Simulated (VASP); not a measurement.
Wanted: the native input for a VASP 6.6.1 run.

| Item | Value |
| --- | --- |
| Task | single point |
| Functional | PBEsol |
| Potentials or basis | VASP PAW PBE potentials, release 64 (Zn, O) |
| Cutoff | 520 eV |
| k mesh | 9 × 9 × 6 |
| Occupations | gaussian, width 0.02 eV |
| Spin | no spin polarisation |
| Dipole correction | no |
| Further INCAR settings | ALGO = Normal; EDIFF = 1e-06; NBANDS = 26 |

The structure of ZnO lies in POSCAR:

```
ZnO
1.0
    3.1659064171      0.0000000000      0.0000000000
   -1.5829532085      2.7417553832      0.0000000000
    0.0000000000      0.0000000000      5.2765035266
Zn O
2 2
Direct
    0.6666666667      0.3333333333      0.5006385776
    0.3333333333      0.6666666667      0.0006385776
    0.6666666667      0.3333333333      0.8796714224
    0.3333333333      0.6666666667      0.3796714224
```

This cell differs from its parent crystal: biaxial strain in the a-b plane: -2.0 %.

These files were run (other wordings do the same):

INCAR

```
SYSTEM = ZnO
PREC     = Accurate       ! precision mode
ENCUT    = 520            ! plane-wave cutoff, eV
EDIFF    = 1E-6           ! SCF threshold, eV
ISMEAR   = 0              ! smearing method
SIGMA    = 0.02           ! smearing width, eV
LREAL    = .False.        ! projectors in reciprocal space
LASPH    = .True.         ! aspherical terms in the spheres
NELM     = 100            ! most SCF steps
ALGO     = Normal         ! electronic algorithm
ISIF     = 2              ! what is computed and relaxed
LWAVE    = .False.        ! write WAVECAR
LCHARG   = .False.        ! write CHGCAR
GGA      = PS             ! functional
NBANDS   = 26             ! bands
```

KPOINTS

```
regular mesh
0
Gamma
  9 9 6
  0 0 0
```

Potentials or basis: VASP PAW PBE potentials, release 64 (Zn, O).

The run is started by

```bash
$ cat potpaw_PBE.64/Zn/POTCAR potpaw_PBE.64/O/POTCAR > POTCAR
$ mpirun -np 1 vasp_std > vasp.out
```

It gave:

```
Pressure               : 5.7 GPa
Largest force          : 0.320 eV/Å
Band gap on the k mesh : 0.67 eV, direct
```

Caveat: the cell differs from its parent crystal (biaxial strain in the a-b plane: -2.0 %); the PAW data sets were made with another functional, which shifts forces and pressure a little.

Run time: 35 s on 1 thread of Intel(R) Xeon(R) Platinum 8488C (Sapphire Rapids), with other jobs on the host, peak memory 0.19 GiB.
